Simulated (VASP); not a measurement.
Runs of VASP 6.6.1 on ScSi4O. The structure is that of space group P6/mmm (No. 191), or close to it. The cells are those of the table. The cell was generated, and may not be a known phase.

| task | cell | k mesh | cutoff (eV) | gap on the mesh (eV) | pressure (GPa) | relaxed volume (Å³/atom) |
| --- | --- | --- | --- | --- | --- | --- |
| single point | a = 4.027, b = 4.027, c = 6.051 Å, angles 90.0, 90.0, 120.0°, 6 atoms | 6 × 6 × 4 | 520 | none | (a) | - |
| single point | a = 4.775, b = 4.775, c = 4.700 Å, angles 90.0, 90.0, 120.0°, 6 atoms | 6 × 6 × 4 | 520 | none | 0.0 | - |
| relaxation of cell and atoms | relaxed from a = 4.027, b = 4.027, c = 6.051 Å, angles 90.0, 90.0, 120.0°, 6 atoms | 6 × 6 × 4 | 600 | none | 0.0 | 15.44 |
| single point | a = 4.809, b = 4.809, c = 4.663 Å, angles 90.0, 90.0, 120.0°, 6 atoms | 12 × 12 × 8 | 520 | none | 0.0 | - |
| relaxation of cell and atoms | relaxed from a = 4.775, b = 4.775, c = 4.700 Å, angles 90.0, 90.0, 120.0°, 6 atoms | 12 × 12 × 8 | 600 | none | 0.0 | 15.57 |

Alike in all rows: level PBE; potentials or basis VASP PAW PBE potentials, release 64 (Sc_sv, Si, O); no spin polarisation; smearing gaussian 0.1 eV.

**Question.** Fill in the values left out.

**Answer.** (a) 29.6.

Caveats: an odd number of electrons without spin polarisation forces a metal; a magnetic or distorted state may lie lower; the stress differs along the axes, from -15 to 52 GPa (at least some runs); a cell axis changed by over 15 % at a fixed basis, so the end point is rough (at least some runs).

A gap of «none» marks levels without a gap at the run's occupations.
